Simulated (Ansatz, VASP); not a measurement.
One calculation of HfSc2O3, two programs

```xyz
6
Lattice="5.6931 0.0000 0.0000 -2.8466 4.9304 0.0000 0.0000 0.0000 2.8690" Properties=species:S:1:pos:R:3 pbc="T T T"
Hf    0.0000    0.0000    0.0000
Sc    2.8466    1.6435    0.0000
Sc    0.0000    3.2869    0.0000
O     2.8466    0.0000    1.4345
O     1.4233    2.4652    1.4345
O    -1.4233    2.4652    1.4345
```

Change from the starting cell: species swapped into the PrAl3Ni2 type (P6/mmm, No. 191).

Alike in both runs: functional PBE; k mesh 6 × 6 × 4; occupations gaussian, width 0.1 eV; no spin polarisation.

Ansatz relaxed the structure, and its values are those at the end. VASP's run is a single point on that final structure, the one shown.

```csv
,VASP,Ansatz
version,VASP 6.6.1,Ansatz 0.2.0
potentials or method,"VASP PAW PBE potentials, release 64 (Hf_pv, Sc_sv, O), cutoff 520 eV","scalar-relativistic, plane waves, PAW"
valence electrons in the cell,50,66
```

```tsv
	VASP	Ansatz	Ansatz less VASP
gap on the k mesh at the Fermi level (eV)	none	none	-
pressure (GPa)	0.5	0.0	-0.53
```

A gap of «none» marks a metal or a gap that the smearing closes. With one functional, cell and mesh, what is left measures potentials, basis and numerics. VASP's potentials hold 50 valence electrons a cell and Ansatz's 66, so a difference there can come from the potentials and not from the codes.

The k mesh is coarse, so the values compare programs but aren't converged. Spin-orbit coupling is off throughout.
